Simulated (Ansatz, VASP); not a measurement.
One calculation of BN, two programs

```xyz
2
Lattice="1.2194 0.7040 3.2956 -1.2194 0.7040 3.2956 0.0000 -1.4080 3.2956" Properties=species:S:1:pos:R:3 pbc="T T T"
B     0.0000    0.0000    9.8099
N     0.0000    0.0000    3.3466
```

Change from the starting cell: mode 4 frozen in at -0.074 Å, equal normal strain along x and y -0.0267.

Alike in both runs: task single point; functional PBE; dispersion D3(BJ); k mesh 12 × 12 × 12; occupations gaussian, width 0.05 eV; no spin polarisation.

|  | VASP | Ansatz |
| --- | --- | --- |
| version | VASP 6.6.1 | Ansatz 0.2.0 |
| potentials or method | VASP PAW PBE potentials, release 64 (B, N), cutoff 600 eV | scalar-relativistic, plane waves, PAW |
| valence electrons in the cell | 8 | 8 |

Ansatz gave:

```
gap on the k mesh at the Fermi level (eV)                     : 4.09
least direct gap on the mesh (eV)                             : 4.80
pressure (GPa)                                                : 20.5
traceless stress, the component that is largest in VASP (GPa) : -22.60
rms of the force components (eV/Å)                            : 0.909
```

Task: What did VASP give for the same quantities?

Result: gap on the k mesh at the Fermi level (eV): 4.09; least direct gap on the mesh (eV): 4.80; pressure (GPa): 20.6; traceless stress, the component that is largest in VASP (GPa): -22.98; rms of the force components (eV/Å): 0.911.

Atom by atom the forces differ by 0.002 eV/Å (rms over components).
